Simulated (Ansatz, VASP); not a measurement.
# Pb: VASP beside Ansatz

```xyz
2
Lattice="3.4330 0.0000 0.0000 -1.7165 2.9730 0.0000 0.0000 0.0000 5.5145" Properties=species:S:1:pos:R:3 pbc="T T T"
Pb    0.0000    1.9820    1.3786
Pb    1.7165    0.9910    4.1358
```

Change from the starting cell: volume scaled by 0.96, crystal datasets.

Alike in both runs: task electric field gradients; functional PBEsol; k mesh 12 × 12 × 7; occupations fermi-dirac, width 0.05 eV; no spin polarisation.

|  | VASP | Ansatz |
| --- | --- | --- |
| version | VASP 6.6.1 | Ansatz 0.2.0 |
| potentials or method | VASP PAW PBE potentials, release 64 (Pb_d), cutoff 520 eV | all-electron PAW with datasets made for the crystal, scalar-relativistic |

|  | VASP | Ansatz | Ansatz less VASP |
| --- | --- | --- | --- |
| pressure (GPa) | 3.1 | 3.2 | +0.09 |
| traceless stress, the component that is largest in VASP (GPa) | -0.27 | -0.29 | -0.028 |
| size of Vzz on the site where it differs most (V/Å²) | 2.9 | 1.0 | -1.87 |

VASP's potentials were made for PBE, not for PBEsol. Ansatz ran all-electron here, and VASP with PAW potentials.

Spin-orbit coupling is off throughout.
